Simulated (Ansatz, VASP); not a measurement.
**Ti: VASP beside Ansatz**

Contents of INCAR:

```
SYSTEM = Ti
  PREC = Accurate
  ENCUT = 520
  EDIFF = 1E-8
  ISMEAR = -1
  SIGMA = 0.08
  LREAL = .False.
  LASPH = .True.
  NELM = 80
  ALGO = Normal
  ISIF = 2
  LWAVE = .False.
  LCHARG = .False.
  GGA = PS
  LEFG = .True.
  NBANDS = 19
```

Contents of KPOINTS:

```
regular mesh
0
Gamma
  13 13 7
  0 0 0
```

Contents of POSCAR:

```
Ti
1.0
    2.8897769248      0.0000000000      0.0000000000
   -1.4448884624      2.5026202281      0.0000000000
    0.0000000000      0.0000000000      4.5903405054
Ti
2
Direct
    0.3333333333      0.6666666667      0.2500000000
    0.6666666667      0.3333333333      0.7500000000
```

Input for Ansatz:

```yaml
crystal:
  lattice:
    - [2.8897769248, 0.0, 0.0]
    - [-1.4448884624, 2.5026202281, 0.0]
    - [0.0, 0.0, 4.5903405054]
  atoms:
    - { symbol: Ti, position: [0.3333333333, 0.6666666667, 0.25] }
    - { symbol: Ti, position: [0.6666666667, 0.3333333333, 0.75] }
kpoints:
  mp_grid: { grid: [13, 13, 7] }
scf:
  occupations: { method: fermi_dirac, width: 0.08 }
hamiltonian:
  xc: pbesol
  pseudopotentials: { kind: all_electron, datasets: crystal }
output:
  forces: true
  stress: true
  eigenvalues: true
  efg: { contact_densities: true }
```

Change from the starting cell: volume scaled by 0.94, crystal datasets.

Alike in both runs: task electric field gradients; functional PBEsol; k mesh 13 × 13 × 7; occupations fermi-dirac, width 0.08 eV; no spin polarisation.

|  | VASP | Ansatz |
| --- | --- | --- |
| version | VASP 6.6.1 | Ansatz 0.2.0 |
| potentials or method | VASP PAW PBE potentials, release 64 (Ti_sv), cutoff 520 eV | all-electron PAW with datasets made for the crystal, scalar-relativistic |

Ansatz gave:

* pressure (GPa): 1.0
* traceless stress, the component that is largest in VASP (GPa): -0.20
* size of Vzz on the site where it differs most (V/Å²): 20.7

**Question.** Which values does VASP return?

**Answer.** Pressure (GPa): 0.7; traceless stress, the component that is largest in VASP (GPa): -0.19; size of Vzz on the site where it differs most (V/Å²): 19.1.

VASP's potentials were made for PBE, not for PBEsol. Ansatz ran all-electron here, and VASP with PAW potentials.
